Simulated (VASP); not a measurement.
Wanted: the native input for a VASP 6.6.1 run.

```yaml
Task: single point
Functional: PBEsol
Potentials_or_basis: VASP PAW PBE potentials, release 64 (Lu)
Cutoff: 520 eV
k_mesh: 10 × 10 × 10
Occupations: fermi-dirac, width 0.05 eV
Spin: no spin polarisation
Dipole_correction: no
Further_INCAR_settings: ALGO = Normal; EDIFF = 1e-07; NBANDS = 32
```

The structure of Lu lies in POSCAR:

```
Lu
1.0
    0.0000000000      3.1484096332      3.1484096332
    3.1484096332      0.0000000000      3.1484096332
    3.1484096332      3.1484096332      0.0000000000
Lu
2
Direct
   -0.1250000000     -0.1250000000     -0.1250000000
    0.1250000000      0.1250000000      0.1250000000
```

This cell differs from its parent crystal: volume scaled by 0.68.

One way to write it, as run:

INCAR

```
SYSTEM = Lu
ALGO = Normal
EDIFF = 1E-7
ENCUT = 520
GGA = PS
ISIF = 2
ISMEAR = -1
LASPH = .True.
LCHARG = .False.
LREAL = .False.
LWAVE = .False.
NBANDS = 32
NELM = 60
PREC = Accurate
SIGMA = 0.05
```

KPOINTS

```
k-points
0
Gamma
  10 10 10
  0 0 0
```

Potentials or basis: VASP PAW PBE potentials, release 64 (Lu).

Launch:

```bash
$ cat potpaw_PBE.64/Lu/POTCAR > POTCAR
$ mpirun -np 1 vasp_std > vasp.out
```

Results of the run:

The pressure is 5.2 GPa and the band gap on the k mesh is zero (band 25 reaches 1.78 eV, above the bottom of band 26 at 0.94 eV).

Caveat: the PAW data sets were made with another functional, which shifts forces and pressure a little; spin-orbit coupling is left out, which moves the levels of the heavy elements.

Run time: 96 s on 1 thread of Intel(R) Xeon(R) Platinum 8488C (Sapphire Rapids), with other jobs on the host, peak memory 0.24 GiB.
